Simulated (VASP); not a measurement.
# MgF2 (P4_2/mnm) in VASP: settings compared, part 2 of 2

VASP 6.6.1. Earlier steps stand in the parts before.

### Step 3. Single point, r2SCAN (11.50 Å³/atom)

This run uses another cell than the first one, of 11.50 Å³/atom.

Input file POSCAR:

```
MgF2
1.0
    4.7126670463      0.0000000000      0.0000000000
    0.0000000000      4.7126670463      0.0000000000
    0.0000000000      0.0000000000      3.1058543881
Mg F
2 4
Direct
    0.0000000000      0.0000000000      0.0000000000
    0.5000000000      0.5000000000      0.5000000000
    0.3029506050      0.3029506050      0.0000000000
    0.1970493950      0.8029506050      0.5000000000
    0.6970493950      0.6970493950      0.0000000000
    0.8029506050      0.1970493950      0.5000000000
```

Input file INCAR.step1:

```
SYSTEM = MgF2
ALGO = Normal
EDIFF = 1E-5
ENCUT = 920
GGA = PE
GGA_COMPAT = .False.
ISMEAR = 0
LASPH = .True.
LCHARG = .False.
LREAL = .False.
LWAVE = .True.
NBANDS = 33
NELM = 120
PREC = Accurate
SIGMA = 0.01
```

Input file INCAR.step2:

```
SYSTEM = MgF2
ALGO = Normal
EDIFF = 1E-6
ENCUT = 920
GGA_COMPAT = .False.
ISIF = 2
ISMEAR = 0
ISTART = 1
LASPH = .True.
LCHARG = .False.
LMIXTAU = .True.
LREAL = .False.
LWAVE = .False.
METAGGA = R2SCAN
NBANDS = 33
NELM = 120
PREC = Accurate
SIGMA = 0.01
```

Input file KPOINTS:

```
k-points
0
Gamma
  4 4 8
  0 0 0
```

Potentials or basis: VASP PAW PBE potentials, release 64 (Mg_sv, F).

Started as:

```sh
> cat potpaw_PBE.64/Mg_sv/POTCAR potpaw_PBE.64/F/POTCAR > POTCAR
> cp INCAR.step1 INCAR
> mpirun -np 1 vasp_std > vasp.out
> cp INCAR.step2 INCAR
> mpirun -np 1 vasp_std > vasp.out
```

OUTCAR:

```text
SYSTEM = MgF2
   EDIFF = 1E-6
   ENCUT = 920
   ISIF = 2
   ISMEAR = 0
   ISTART = 1
   LASPH = .True.
   LREAL = .False.
   METAGGA = R2SCAN
   NELM = 120
   PREC = Accurate

 ion  position               nearest neighbor table
   1  0.000  0.000  0.000-   3 2.02   5 2.02   4 2.03   6 2.03   4 2.03   6 2.03
   2  0.500  0.500  0.500-   4 2.02   6 2.02   5 2.03   3 2.03   3 2.03   5 2.03
   3  0.303  0.303  0.000-   1 2.02   2 2.03   2 2.03
   4  0.197  0.803  0.500-   2 2.02   1 2.03   1 2.03
   5  0.697  0.697  0.000-   1 2.02   2 2.03   2 2.03
   6  0.803  0.197  0.500-   2 2.02   1 2.03   1 2.03

  LATTYP: Found a simple tetragonal cell.
 ALAT       =     4.7126670463
 C/A-ratio  =     0.6590438827

  Lattice vectors:

 A1 = (   4.7126670463,   0.0000000000,   0.0000000000)
 A2 = (   0.0000000000,   4.7126670463,   0.0000000000)
 A3 = (   0.0000000000,   0.0000000000,   3.1058543881)

Analysis of symmetry for initial positions (statically):
=====================================================================
 Subroutine PRICEL returns:
 Original cell was already a primitive cell.

 Routine SETGRP: Setting up the symmetry group for a
 simple tetragonal supercell.

 Subroutine GETGRP returns: Found 16 space group operations
 (whereof  8 operations were pure point group operations)
 out of a pool of 16 trial point group operations.

The static configuration has the point symmetry D_2h.
 The point group associated with its full space group is D_4h.

Analysis of symmetry for dynamics (positions and initial velocities):
=====================================================================
 Subroutine PRICEL returns:
 Original cell was already a primitive cell.

 Routine SETGRP: Setting up the symmetry group for a
 simple tetragonal supercell.

 Subroutine GETGRP returns: Found 16 space group operations
[... 126 lines left out ...]
   EFERMI =   0.00;   METHOD = LEGACY
   ISMEAR =     0;   SIGMA  =   0.01  broadening in eV -4-tet -1-fermi 0-gaus
   EFERMI_NEDOS =   21; number of points for ismear=-14 and -15
   IALGO  =     38    algorithm
   IMIX   =      4    mixing-type and parameters
     AMIX     =   0.40;   BMIX     =  1.00
     AMIX_MAG =   1.60;   BMIX_MAG =  1.00
  volume/ion in A,a.u.               =      11.50        77.58
  Fermi-wavevector in a.u.,A,eV,Ry     =   1.450720  2.741464 28.634680  2.104590
  Thomas-Fermi vector in A             =   2.568300
   LORBIT       =      0    0 simple, 1 ext, 2 COOP (PROOUT), +10 PAW based schemes
   METAGGA = R2SCAN    functional components
   LHFCALC =     F    Hartree Fock is set to
   AEXX    =    0.0000 exact exchange contribution
   IVDW    =     0    specifies the selected vdW correction
   LEPSILON=     F    determine dielectric tensor
   LRPA    =     F    only Hartree local field effects (RPA)
 non-spin polarized calculation
 Gauss-broadening in eV      SIGMA  =   0.01
  energy-cutoff  :      920.00
  volume of cell :       68.98
 maximum number of plane-waves:      4408
 NGX is ok and might be reduce to    48
   NGX = 23   NGY = 23   NGZ = 15

 number of electron      47.9999976 magnetization

 Free energy of the ion-electron system (eV)
  ---------------------------------------------------
  ext. energy  EPLUGINS =         0.00000000
  ---------------------------------------------------
  free energy    TOTEN  =       -43.76640659 eV

  energy without entropy =      -43.76640659  energy(sigma->0) =      -43.76640659

 E-fermi :  -2.0954     XC(G=0): -10.2005

 val. band max:       -2.3253720266   @ k =   0.0000   0.0000   0.0000
 cond. band min:       5.3451437413   @ k =   0.0000   0.0000   0.0000
 fundamental gap:      7.6705157679
 Fermi energy:        -2.0954244167

 k-point     1 :       0.0000    0.0000    0.0000
  band No.  band energies     occupation
      1     -75.8732      2.00000
      2     -75.8727      2.00000
      3     -41.0100      2.00000
      4     -41.0100      2.00000
      5     -40.9834      2.00000
      6     -40.9834      2.00000
[... 853 lines left out ...]
     32      13.8217      0.00000
     33      16.5309      0.00000

 [... further k-points ...]
[... 5 lines left out ...]
  --------------------------------------------------------------------------------------
  -------------------------------------------------------------------------------------
  Total       -2.2168655     -2.2168655     -2.4752805     -0.0000000      0.0000000      0.0000000
  in kB      -51.4914746    -51.4914746    -57.4937189     -0.0000000      0.0000000      0.0000000
  external PRESSURE =     -53.4922227 kB  Pullay stress =       0.0000000 kB

 VOLUME and BASIS-vectors are now :
 -----------------------------------------------------------------------------
  energy-cutoff  :      920.00
  volume of cell :       68.98
      direct lattice vectors                 reciprocal lattice vectors
     4.712667046  0.000000000  0.000000000     0.212194070  0.000000000  0.000000000
     0.000000000  4.712667046  0.000000000     0.000000000  0.212194070  0.000000000
     0.000000000  0.000000000  3.105854388     0.000000000  0.000000000  0.321972596

 POSITION                                       TOTAL-FORCE (eV/Angst)
 -----------------------------------------------------------------------------------
      0.00000      0.00000      0.00000        -0.000000      0.000000     -0.000000
      2.35633      2.35633      1.55293        -0.000000      0.000000     -0.000000
      1.42771      1.42771      0.00000         0.054411      0.054411      0.000000
      0.92863      3.78404      1.55293        -0.054411      0.054411      0.000000
      3.28496      3.28496      0.00000        -0.054411     -0.054411     -0.000000
      3.78404      0.92863      1.55293         0.054411     -0.054411     -0.000000
 -----------------------------------------------------------------------------------
    total drift:                                0.000000     -0.000000     -0.000000

  FREE ENERGIE OF THE ION-ELECTRON SYSTEM (eV)
  ---------------------------------------------------
  free  energy   TOTEN  =       -43.7664065878 eV

  energy  without entropy=      -43.7664065878  energy(sigma->0) =      -43.76640659
```

Wall time 6.4 min (1 thread of AMD EPYC 7R43 (Zen 3), shared host); peak memory 0.32 GiB.

Results:

* Free energy: -43.7664 eV
* Pressure: -5.3 GPa
* Largest force: 0.077 eV/Å
* Band gap on the k mesh: 7.67 eV

Forces in eV/Å, atoms in the order of the input:
```
Mg   0.000  0.000  0.000
Mg   0.000  0.000  0.000
F    0.054  0.054  0.000
F   -0.054  0.054  0.000
F   -0.054 -0.054  0.000
F    0.054 -0.054  0.000
```

Caveat: the cell stands under tension; the PAW data sets were made with another functional, which shifts forces and pressure a little.

### Step 4. Single point, PBE (11.72 Å³/atom)

This run uses another cell than the first one, of 11.72 Å³/atom.

Input file INCAR:

```
ALGO = Normal
EDIFF = 1E-6
ENCUT = 840
GGA = PE
GGA_COMPAT = False
ISIF = 2
ISMEAR = 0
LASPH = True
LCHARG = False
LREAL = False
LWAVE = False
NBANDS = 33
NELM = 120
PREC = Accurate
SIGMA = 0.01
```

Input file KPOINTS:

```
k-points
0
Gamma
  4 4 8
```

Input file POSCAR:

```
MgF2
1.0
    4.7441138808      0.0000000000      0.0000000000
    0.0000000000      4.7441138808      0.0000000000
    0.0000000000      0.0000000000      3.1236924863
Mg F
2 4
Direct
    0.0000000000      0.0000000000      0.0000000000
    0.5000000000      0.5000000000      0.5000000000
    0.3035644552      0.3035644552      0.0000000000
    0.1964355448      0.8035644552      0.5000000000
    0.6964355448      0.6964355448      0.0000000000
    0.8035644552      0.1964355448      0.5000000000
```

Started as:

```sh
> cat potpaw_PBE.64/Mg_sv/POTCAR potpaw_PBE.64/F/POTCAR > POTCAR
> mpirun -np 1 vasp_std > vasp.out
```

Run time: 73 s. Hardware: 1 thread of Intel Xeon Platinum 8488C (Sapphire Rapids), shared host; peak memory 0.29 GiB.

The run converged. Its results:

* Free energy: -31.4805 eV
* Pressure: -2.6 GPa
* Largest force: 0.036 eV/Å
* Band gap on the k mesh: 6.62 eV

Forces in eV/Å, atoms in the order of the input:
```
Mg   0.000  0.000  0.000
Mg   0.000  0.000  0.000
F    0.025  0.025  0.000
F   -0.025  0.025  0.000
F   -0.025 -0.025  0.000
F    0.025 -0.025  0.000
```

Stress tensor (GPa, compression positive):
```
-2.53  0.00  0.00
 0.00 -2.53  0.00
 0.00  0.00 -2.82
```

Levels at points of the mesh, in eV from the valence-band top:
| k point | band 22 | band 23 | band 24 | band 25 | band 26 | band 27 |
| --- | --- | --- | --- | --- | --- | --- |
| (0.00, 0.00, 0.00) | -0.31 | -0.31 | 0.00 | 6.62 | 11.78 | 11.78 |
| (0.50, 0.00, 0.00) | -0.92 | -0.35 | -0.35 | 8.95 | 8.95 | 13.00 |
| (0.50, 0.50, 0.00) | -0.88 | -0.69 | -0.69 | 10.47 | 10.47 | 10.81 |
| (0.00, 0.00, 0.50) | -1.01 | -0.77 | -0.77 | 11.24 | 11.24 | 14.47 |
| (0.50, 0.00, 0.50) | -0.67 | -0.59 | -0.59 | 12.20 | 12.20 | 12.73 |
| (0.50, 0.50, 0.50) | -0.54 | -0.45 | -0.45 | 12.53 | 12.53 | 12.92 |

A k mesh can miss the band edges. PBE gaps usually lie below the measured ones, often by a third to a half.

### Step 5. The runs side by side

| level | cell | cutoff (eV) | gap on the mesh (eV) | pressure (GPa) | largest force (eV/Å) |
| --- | --- | --- | --- | --- | --- |
| PBE | a = 4.698, b = 4.698, c = 3.093 Å, 6 atoms, atomic positions A | 840 | 6.82 | 0.0 | 0.01 |
| r2SCAN | a = 4.713, b = 4.713, c = 3.106 Å, 6 atoms, atomic positions B | 920 | 7.67 | -5.3 | 0.08 |
| PBE | a = 4.744, b = 4.744, c = 3.124 Å, 6 atoms, atomic positions A | 840 | 6.62 | -2.6 | 0.04 |

Alike in all rows: task single point; potentials or basis VASP PAW PBE potentials, release 64 (Mg_sv, F); no spin polarisation; k mesh 4 × 4 × 8; smearing gaussian 0.01 eV.

Caveats: the cell stands under tension (at least some runs); the PAW data sets were made with another functional, which shifts forces and pressure a little (at least some runs).

Absolute energies hang on the potentials; compare differences alone.
